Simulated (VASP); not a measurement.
A run of VASP 6.6.1 is set up as follows.

File INCAR:

```
  PREC = Accurate
  ENCUT = 520
  EDIFF = 1E-6
  ISMEAR = 0
  SIGMA = 0.15
  LREAL = False
  LASPH = True
  NELM = 100
  ALGO = Fast
  ISIF = 2
  LWAVE = False
  LCHARG = False
  GGA = PE
  NBANDS = 10
```

KPOINTS

```
Automatic mesh
0
Gamma
  16 16 16
```

POSCAR

```
Na
1.0
   -2.1810250000      2.1810250000      2.1175000000
    2.1810250000     -2.1810250000      2.1175000000
    2.0539750000      2.0539750000     -2.1175000000
Na
1
Direct
    0.0000000000      0.0000000000      0.0000000000
```

Potentials or basis: VASP PAW PBE potentials, release 64 (Na_pv).

Run with:

```console
$ cat potpaw_PBE.64/Na_pv/POTCAR > POTCAR
$ mpirun -np 1 vasp_std > vasp.out
```

Problem. What does it give for the pressure?

Solution. -0.3 GPa.

Stress tensor (GPa, compression positive):
```
-0.30  0.38  0.00
 0.38 -0.30  0.00
 0.00  0.00 -0.26
```

Caveat: the cell differs from its parent crystal (strain -0.0600 x Voigt [0, 0, 0, 0, 0, 1]).
